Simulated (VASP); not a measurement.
# Zn (I4/mmm) in VASP: notebook

Runs on Zn. Level: PBE. Tasks: single point, relaxation of cell and atoms.

All numbers are computed with VASP 6.6.1; they aren't measurements. Logs are shortened: lines on timing, memory, paths and dates and some standing lists are left out, and cuts for length are marked.

## Step 1: The cell of the first run

It takes space group I4/mmm (No. 139, tetragonal). The conventional cell has a = 3.428 Å, b = 3.428 Å, c = 2.626 Å, α = 90.00°, β = 90.00°, γ = 90.00°. Within 3.5 Å of Zn (site symmetry 4/mmm) lie 14 Zn at 2.63 to 3.43 Å.

## Step 2: Single point, PBE

INCAR

```
ALGO     = Normal         # electronic algorithm
EDIFF    = 1E-6           # SCF threshold, eV
ENCUT    = 500            # plane-wave cutoff, eV
GGA      = PE             # functional
GGA_COMPAT= F            
ISIF     = 2              # what is computed and relaxed
ISMEAR   = 0              # smearing method
LASPH    = T              # aspherical terms in the spheres
LCHARG   = T              # write CHGCAR
LELF     = T              # ELF
LREAL    = F              # projectors in reciprocal space
LVHAR    = T            
LWAVE    = F              # write WAVECAR
NBANDS   = 12             # bands
NELM     = 120            # most SCF steps
PREC     = Accurate       # precision mode
SIGMA    = 0.1            # smearing width, eV
```

KPOINTS

```
k-points
0
Gamma
  10 10 10
```

POSCAR

```
Zn
1.0
   -1.7141038397      1.7141038397      1.3131372093
    1.7141038397     -1.7141038397      1.3131372093
    1.7141038397      1.7141038397     -1.3131372093
Zn
1
Direct
    0.0000000000      0.0000000000      0.0000000000
```

Potentials or basis: VASP PAW PBE potentials, release 64 (Zn).

Launch:

```console
$ cat potpaw_PBE.64/Zn/POTCAR > POTCAR
$ mpirun -np 1 vasp_std > vasp.out
```

OUTCAR:

```text
EDIFF = 1E-6
   ENCUT = 500
   GGA = PE
   ISIF = 2
   ISMEAR = 0
   LASPH = T
   LREAL = F
   NELM = 120
   PREC = Accurate

 ion  position               nearest neighbor table
   1  0.000  0.000  0.000-

  LATTYP: Found a body centered tetragonal cell.
 ALAT       =     3.4282076794
 C/A-ratio  =     0.7660779813

  Lattice vectors:

 A1 = (  -1.7141038397,   1.7141038397,   1.3131372093)
 A2 = (   1.7141038397,  -1.7141038397,   1.3131372093)
 A3 = (   1.7141038397,   1.7141038397,  -1.3131372093)

Analysis of symmetry for initial positions (statically):
=====================================================================
 Subroutine PRICEL returns:
 Original cell was already a primitive cell.

 Routine SETGRP: Setting up the symmetry group for a
 body centered tetragonal supercell.

 Subroutine GETGRP returns: Found 16 space group operations
 (whereof 16 operations were pure point group operations)
 out of a pool of 16 trial point group operations.

The static configuration has the point symmetry D_4h.

Analysis of symmetry for dynamics (positions and initial velocities):
=====================================================================
 Subroutine PRICEL returns:
 Original cell was already a primitive cell.

 Routine SETGRP: Setting up the symmetry group for a
 body centered tetragonal supercell.

 Subroutine GETGRP returns: Found 16 space group operations
 (whereof 16 operations were pure point group operations)
 out of a pool of 16 trial point group operations.

The dynamic configuration has the point symmetry D_4h.

 Subroutine INISYM returns: Found 16 space group operations
 (whereof 16 operations are pure point group operations),
 and found     1 'primitive' translations

----------------------------------------------------------------------------------------

                                     Primitive cell

  volume of cell :      15.4328

  direct lattice vectors                    reciprocal lattice vectors
    -1.714103840  1.714103840  1.313137209     0.000000000  0.291697614  0.380767521
     1.714103840 -1.714103840  1.313137209     0.291697614  0.000000000  0.380767521
     1.714103840  1.714103840 -1.313137209     0.291697614  0.291697614  0.000000000

  length of vectors
     2.756924605  2.756924605  2.756924605     0.479657589  0.479657589  0.412522722

  position of ions in fractional coordinates (direct lattice)
     0.000000000  0.000000000  0.000000000

  ion indices of the primitive-cell ions
   primitive index   ion index
                 1           1

----------------------------------------------------------------------------------------

 KPOINTS: k-points

Automatic generation of k-mesh.
 Grid dimensions read from file:
 generate k-points for:   10   10   10

 Generating k-lattice:

  Cartesian coordinates                     Fractional coordinates (reciprocal lattice)
     0.000000000  0.029169761  0.038076752     0.100000000 -0.000000000  0.000000000
     0.029169761  0.000000000  0.038076752    -0.000000000  0.100000000  0.000000000
     0.029169761  0.029169761  0.000000000     0.000000000  0.000000000  0.100000000

  Length of vectors
     0.047965759  0.047965759  0.041252272

  Shift w.r.t. Gamma in fractional coordinates (k-lattice)
     0.000000000  0.000000000  0.000000000

 Subroutine IBZKPT returns following result:
 ===========================================

 Found    102 irreducible k-points:

 Following reciprocal coordinates:
            Coordinates               Weight
  0.000000  0.000000  0.000000      1.000000
  0.100000  0.000000 -0.000000      8.000000
  0.200000  0.000000 -0.000000      8.000000
  0.300000  0.000000  0.000000      8.000000
  0.400000  0.000000  0.000000      8.000000
  0.500000  0.000000 -0.000000      4.000000
[... 16 lines left out ...]
  0.300000  0.300000  0.000000      8.000000
  0.400000  0.300000 -0.000000     16.000000
 [... further k-points ...]
   k-points           NKPTS =    102   k-points in BZ     NKDIM =    102   number of bands    NBANDS=     12
   number of dos      NEDOS =    301   number of ions     NIONS =      1
   total plane-waves  NPLWV =   8000
   dimension x,y,z NGX =    20 NGY =   20 NGZ =   20
   dimension x,y,z NGXF=    40 NGYF=   40 NGZF=   40
   ions per type =               1
   NGX,Y,Z   is equivalent  to a cutoff of  12.06, 12.06, 12.06 a.u.
   NGXF,Y,Z  is equivalent  to a cutoff of  24.12, 24.12, 24.12 a.u.
 SYSTEM =  unknown system
   PREC   = accura    normal or accurate (medium, high low for compatibility)
   ISTART =      0    job   : 0-new  1-cont  2-samecut
   ICHARG =      2    charge: 1-file 2-atom 10-const
   ISPIN  =      1    spin polarized calculation?
   LNONCOLLINEAR =      F non collinear calculations
   LSORBIT =      F    spin-orbit coupling
   LASPH  =      T    aspherical Exc in radial PAW
   ENCUT  =  500.0 eV  36.75 Ry    6.06 a.u.   5.03  5.03  5.03*2*pi/ulx,y,z
   NELM   =    120;   NELMIN=  2; NELMDL= -5     # of ELM steps
   EDIFF  = 0.1E-05   stopping-criterion for ELM
   LREAL  =      F    real-space projection
[... 7 lines left out ...]
   TEBEG  =    0.0;   TEEND  =   0.0 temperature during run
   PSTRESS=    0.0 pullay stress
   NELECT =      12.0000    total number of electrons
   NUPDOWN=      -1.0000    fix difference up-down
   EMIN   =  10.00;   EMAX   =-10.00  energy-range for DOS
   EFERMI =   0.00;   METHOD = LEGACY
   ISMEAR =     0;   SIGMA  =   0.10  broadening in eV -4-tet -1-fermi 0-gaus
   EFERMI_NEDOS =   21; number of points for ismear=-14 and -15
   IALGO  =     38    algorithm
   IMIX   =      4    mixing-type and parameters
     AMIX     =   0.40;   BMIX     =  1.00
     AMIX_MAG =   1.60;   BMIX_MAG =  1.00
  volume/ion in A,a.u.               =      15.43       104.15
  Fermi-wavevector in a.u.,A,eV,Ry     =   1.505407  2.844806 30.834187  2.266249
  Thomas-Fermi vector in A             =   2.616259
   LORBIT       =      0    0 simple, 1 ext, 2 COOP (PROOUT), +10 PAW based schemes
   GGA     = PE    functional components
   LHFCALC =     F    Hartree Fock is set to
   AEXX    =    0.0000 exact exchange contribution
   IVDW    =     0    specifies the selected vdW correction
   LEPSILON=     F    determine dielectric tensor
   LRPA    =     F    only Hartree local field effects (RPA)
 non-spin polarized calculation
 Gauss-broadening in eV      SIGMA  =   0.10
  energy-cutoff  :      500.00
  volume of cell :       15.43
 maximum number of plane-waves:       403
   NGX = 11   NGY = 11   NGZ = 11

 number of electron      12.0000000 magnetization

 Free energy of the ion-electron system (eV)
  ---------------------------------------------------
  ext. energy  EPLUGINS =         0.00000000
  ---------------------------------------------------
  free energy    TOTEN  =        -1.10652168 eV

  energy without entropy =       -1.10558956  energy(sigma->0) =       -1.10605562

 E-fermi :   3.1118     XC(G=0): -11.4687

 val. band max:        3.0832865362   @ k =   0.3000   0.3000   0.2000
 cond. band min:       3.1964973279   @ k =  -0.4000   0.5000   0.2000
 fundamental gap:      0.1132107916
 Fermi energy:         3.1117689404

 k-point     1 :       0.0000    0.0000    0.0000
  band No.  band energies     occupation
      1      -7.2745      2.00000
      2      -4.9800      2.00000
      3      -4.6612      2.00000
      4      -4.4225      2.00000
      5      -4.4225      2.00000
      6      -4.1040      2.00000
      7      17.7975      0.00000
      8      17.7975      0.00000
      9      20.6388      0.00000
     10      22.2984      0.00000
     11      26.0867      0.00000
     12      26.8349      0.00000

 k-point     2 :       0.1000    0.0000   -0.0000
  band No.  band energies     occupation
      1      -6.9152      2.00000
      2      -4.9412      2.00000
      3      -4.6164      2.00000
      4      -4.4402      2.00000
      5      -4.4398      2.00000
      6      -4.1296      2.00000
      7      16.6198      0.00000
      8      17.0615      0.00000
      9      21.3933      0.00000
     10      22.4082      0.00000
     11      23.6598      0.00000
     12      24.0803      0.00000

 k-point     3 :       0.2000    0.0000   -0.0000
  band No.  band energies     occupation
      1      -5.9234      2.00000
      2      -4.9076      2.00000
      3      -4.5539      2.00000
      4      -4.4107      2.00000
      5      -4.3489      2.00000
      6      -4.1855      2.00000
      7      15.1275      0.00000
      8      15.8511      0.00000
      9      16.0682      0.00000
     10      21.0617      0.00000
     11      21.9093      0.00000
     12      25.7070      0.00000
[... 286 lines left out ...]
 k-point    23 :       0.3000    0.3000    0.0000
  band No.  band energies     occupation
      1      -5.1160      2.00000
      2      -4.8832      2.00000
      3      -4.4418      2.00000
      4      -4.3320      2.00000
      5      -3.9866      2.00000
      6       3.2813      0.01650
      7       4.7947      0.00000
      8       5.2137      0.00000
      9      13.8291      0.00000
     10      20.6868      0.00000
     11      20.8451      0.00000
     12      29.4764      0.00000

 k-point    24 :       0.4000    0.3000   -0.0000
  band No.  band energies     occupation
      1      -4.9986      2.00000
      2      -4.7999      2.00000
      3      -4.5743      2.00000
      4      -4.2973      2.00000
      5      -4.1745      2.00000
      6       1.3043      2.00000
      7       4.0676      0.00000
      8       7.8459      0.00000
      9      15.0426      0.00000
     10      20.2304      0.00000
     11      22.4505      0.00000
     12      31.0104      0.00000

 [... further k-points ...]

------------------------ aborting loop because EDIFF is reached ----------------------------------------

  FORCE on cell =-STRESS in cart. coord.  units (eV):
  Direction    XX          YY          ZZ          XY          YZ          ZX
  --------------------------------------------------------------------------------------
  -------------------------------------------------------------------------------------
  Total        0.0352705      0.0352705      0.0435181      0.0000000     -0.0000000      0.0000000
  in kB        3.6616627      3.6616627      4.5178936      0.0000000     -0.0000000      0.0000000
  external PRESSURE =       3.9470730 kB  Pullay stress =       0.0000000 kB

 VOLUME and BASIS-vectors are now :
 -----------------------------------------------------------------------------
  energy-cutoff  :      500.00
  volume of cell :       15.43
      direct lattice vectors                 reciprocal lattice vectors
    -1.714103840  1.714103840  1.313137209     0.000000000  0.291697614  0.380767521
     1.714103840 -1.714103840  1.313137209     0.291697614  0.000000000  0.380767521
     1.714103840  1.714103840 -1.313137209     0.291697614  0.291697614  0.000000000

 POSITION                                       TOTAL-FORCE (eV/Angst)
 -----------------------------------------------------------------------------------
      0.00000      0.00000      0.00000         0.000000      0.000000      0.000000
 -----------------------------------------------------------------------------------
    total drift:                                0.000000     -0.000000      0.000000

  FREE ENERGIE OF THE ION-ELECTRON SYSTEM (eV)
  ---------------------------------------------------
  free  energy   TOTEN  =        -1.1065216829 eV

  energy  without entropy=       -1.1055895590  energy(sigma->0) =       -1.10605562
```

Wall time 14 s (1 thread of AMD EPYC 7R43 (Zen 3), shared host); peak memory 0.1 GiB.

What came out:

```yaml
Free_energy: -1.1065 eV
Pressure: 0.4 GPa
Band_gap_on_the_k_mesh: zero (bands 6 and 7 overlap by 5.65 eV)
```

Levels at points of the mesh, in eV from the Fermi level:
| k point | band 3 | band 4 | band 5 | band 6 | band 7 | band 8 | band 9 | band 10 |
| --- | --- | --- | --- | --- | --- | --- | --- | --- |
| (0.00, 0.00, 0.00) | -7.77 | -7.53 | -7.53 | -7.22 | 14.69 | 14.69 | 17.53 | 19.19 |
| (0.50, 0.00, 0.00) | -7.41 | -7.07 | -7.00 | -1.95 | 0.33 | 10.01 | 10.86 | 13.81 |
| (0.50, 0.50, 0.00) | -7.65 | -7.43 | -7.03 | -3.51 | -2.68 | 16.51 | 18.19 | 20.40 |
| (0.50, 0.50, 0.50) | -7.08 | -7.08 | -7.02 | 1.76 | 1.76 | 4.22 | 6.60 | 10.79 |

## Step 3: Single point, PBE

This run uses another cell than the first one, of 15.52 Å³/atom.

INCAR

```
SYSTEM = Zn
PREC = Accurate ; ENCUT = 520
EDIFF = 1E-6 ; ISMEAR = 0
SIGMA = 0.1 ; LREAL = .False.
LASPH = .True. ; NELM = 60
ALGO = Normal ; ISIF = 2
LWAVE = .False. ; LCHARG = .False.
GGA = PE ; NBANDS = 12
```

KPOINTS

```
regular mesh
0
Gamma
  20 20 20
  0 0 0
```

POSCAR

```
Zn
1.0
   -1.7259751185      1.7259751185      1.3023105811
    1.7259751185     -1.7259751185      1.3023105811
    1.7259751185      1.7259751185     -1.3023105811
Zn
1
Direct
    0.0000000000      0.0000000000      0.0000000000
```

Potentials or basis: VASP PAW PBE potentials, release 64 (Zn).

Launch:

```console
$ cat potpaw_PBE.64/Zn/POTCAR > POTCAR
$ mpirun -np 1 vasp_std > vasp.out
```

It took 56 s on 1 thread of Intel Xeon Platinum 8259CL at 2.50GHz (Skylake/Cascade Lake), shared host; peak memory 0.23 GiB.

It converged, with:

```
Free energy            : -1.0914 eV
Pressure               : 0.4 GPa
Band gap on the k mesh : zero (bands 6 and 7 overlap by 5.64 eV)
```

Stress tensor (GPa, compression positive):
```
0.30 0.00 0.00
0.00 0.30 0.00
0.00 0.00 0.47
```

Levels at points of the mesh, in eV from the Fermi level:
```csv
k point,band 2,band 3,band 4,band 5,band 6,band 7,band 8,band 9,band 10,band 11
"(0.00, 0.00, 0.00)",-7.86,-7.58,-7.28,-7.28,-6.98,14.60,14.60,17.46,19.14,23.41
"(0.50, 0.00, 0.00)",-8.01,-7.18,-6.85,-6.75,-1.65,0.66,10.17,10.98,13.95,15.42
"(0.50, 0.50, 0.00)",-7.56,-7.39,-7.21,-6.80,-3.29,-2.55,17.06,18.72,20.46,20.94
"(0.50, 0.50, 0.50)",-8.12,-6.84,-6.84,-6.79,1.87,1.87,4.22,6.73,11.44,15.57
```

## Step 4: Relaxation of cell and atoms, PBE

INCAR

```
PREC     = Accurate       # precision mode
ENCUT    = 600            # plane-wave cutoff, eV
EDIFF    = 1E-7           # SCF threshold, eV
ISMEAR   = 0              # smearing method
SIGMA    = 0.1            # smearing width, eV
LREAL    = F              # projectors in reciprocal space
LASPH    = T              # aspherical terms in the spheres
NELM     = 60             # most SCF steps
ALGO     = Fast           # electronic algorithm
ISIF     = 3              # what is computed and relaxed
LWAVE    = F              # write WAVECAR
LCHARG   = F              # write CHGCAR
GGA      = PE             # functional
IBRION   = 2              # ionic algorithm
NSW      = 80             # ionic steps
EDIFFG   = -0.01          # ionic threshold
```

KPOINTS

```
regular mesh
0
Gamma
  20 20 20
```

POSCAR

```
Zn
1.0
   -1.7141038397      1.7141038397      1.3131372093
    1.7141038397     -1.7141038397      1.3131372093
    1.7141038397      1.7141038397     -1.3131372093
Zn
1
Direct
    0.0000000000      0.0000000000      0.0000000000
```

Launch:

```console
$ cat potpaw_PBE.64/Zn/POTCAR > POTCAR
$ mpirun -np 1 vasp_std > vasp.out
```

It took 3.4 min on 1 thread of Intel Xeon Platinum 8259CL at 2.50GHz (Skylake/Cascade Lake), shared host; peak memory 0.26 GiB.

The run converged. Its results:

```
Free energy                           : -1.0911 eV
Relaxed volume                        : 15.59 Å³/atom
Relaxed cell                          : a = 2.771 Å, b = 2.771 Å, c = 2.771 Å, α = 102.79°, β = 102.79°, γ = 123.87°
Space group after relaxing (to 0.1 Å) : I4/mmm (No. 139)
Energy gained by relaxing             : 1.0 meV/atom
Ionic steps                           : 5
Pressure after relaxing               : 0.0 GPa
Band gap on the k mesh                : zero (bands 6 and 7 overlap by 5.64 eV)
```

Stress tensor (GPa, compression positive):
```
-0.03  0.00  0.00
 0.00 -0.03  0.00
 0.00  0.00  0.08
```

The path:
```
step  energy change (eV)  largest force (eV/Å)  pressure (GPa)  volume (Å³)
   1              0.0000                0.0000            0.12        15.43
   2             -0.0007                0.0000            0.35        15.46
   3             -0.0009                0.0000            0.38        15.47
   4             -0.0009                0.0000            0.41        15.48
   5             -0.0010                0.0000            0.01        15.59
```

Final structure:
```
Zn
1.0
    -1.72898    1.72898    1.30361
     1.72898   -1.72898    1.30361
     1.72898    1.72898   -1.30361
Zn
1
Direct
  0.00000 0.00000 0.00000
```

Levels at points of the mesh, in eV from the Fermi level:
```tsv
k point	band 4	band 5	band 6	band 7	band 8	band 9
(0.00, 0.00, 0.00)	-7.27	-7.27	-6.98	14.54	14.54	17.40
(0.50, 0.00, 0.00)	-6.85	-6.75	-1.64	0.65	10.14	10.95
(0.50, 0.50, 0.00)	-7.20	-6.79	-3.27	-2.56	17.02	18.68
(0.50, 0.50, 0.50)	-6.84	-6.79	1.87	1.87	4.17	6.71
```

(Continued in part 2 of 2.)
